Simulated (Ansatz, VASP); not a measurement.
**LiF: VASP beside Ansatz**

File INCAR:

```
SYSTEM = LiF
PREC     = Accurate       ! precision mode
ENCUT    = 520            ! plane-wave cutoff, eV
EDIFF    = 1E-6           ! SCF threshold, eV
ISMEAR   = 0              ! smearing method
SIGMA    = 0.05           ! smearing width, eV
LREAL    = .FALSE.        ! projectors in reciprocal space
LASPH    = .TRUE.         ! aspherical terms in the spheres
NELM     = 60             ! most SCF steps
ALGO     = Normal         ! electronic algorithm
ISIF     = 2              ! what is computed and relaxed
LWAVE    = .FALSE.        ! write WAVECAR
LCHARG   = .FALSE.        ! write CHGCAR
NBANDS   = 18             ! bands
```

KPOINTS

```
Automatic mesh
0
G
  9 9 6
  0 0 0
```

The input POSCAR:

```
LiF
1.0
    3.0856366932      0.0000000000      0.0000000000
   -1.5428183466      2.6722397632      0.0000000000
    0.0000000000      0.0000000000      4.2054142492
Li F
2 2
Direct
    0.3333333333      0.6666666667      0.3839784076
    0.6666666667      0.3333333333      0.8839784076
    0.3333333333      0.6666666667      0.9910195924
    0.6666666667      0.3333333333      0.4910195924
```

Input for Ansatz:

```yaml
crystal:
  lattice:
    - [3.0856366932, 0.0, 0.0]
    - [-1.5428183466, 2.6722397632, 0.0]
    - [0.0, 0.0, 4.2054142492]
  atoms:
    - { symbol: Li, position: [0.3333333333, 0.6666666667, 0.3839784076] }
    - { symbol: Li, position: [0.6666666667, 0.3333333333, 0.8839784076] }
    - { symbol: F, position: [0.3333333333, 0.6666666667, 0.9910195924] }
    - { symbol: F, position: [0.6666666667, 0.3333333333, 0.4910195924] }
basis:
  ecutwfc: 520.0
kpoints:
  mp_grid: { grid: [9, 9, 6] }
hamiltonian:
  xc: lda
scf:
  occupations: { method: gaussian, width: 0.05 }
output:
  forces: true
  stress: true
  eigenvalues: true
```

Alike in both runs: task single point; functional LDA; k mesh 9 × 9 × 6; occupations gaussian, width 0.05 eV; no spin polarisation.

|  | VASP | Ansatz |
| --- | --- | --- |
| version | VASP 6.6.1 | Ansatz 0.2.0 |
| potentials or method | VASP PAW LDA potentials, release 64 (Li_sv, F), cutoff 520 eV | scalar-relativistic, plane waves, PAW |
| valence electrons in the cell | 20 | 20 |

Ansatz gave:

| Property | Result |
| --- | --- |
| gap on the k mesh at the Fermi level (eV) | 8.07 |
| least direct gap on the mesh (eV) | 8.07 |
| rms of the force components (eV/Å) | 0.600 |

Question: Estimate VASP's values.

Answer: gap on the k mesh at the Fermi level (eV): 8.05; least direct gap on the mesh (eV): 8.05; rms of the force components (eV/Å): 0.615.

LDA's correlation is that of Perdew and Zunger in VASP and of Perdew and Wang (1992) in Ansatz. Atom by atom the forces differ by 0.015 eV/Å (rms over components).

Noted on VASP's run: the cutoff is short for stress, so the pressure is rough.
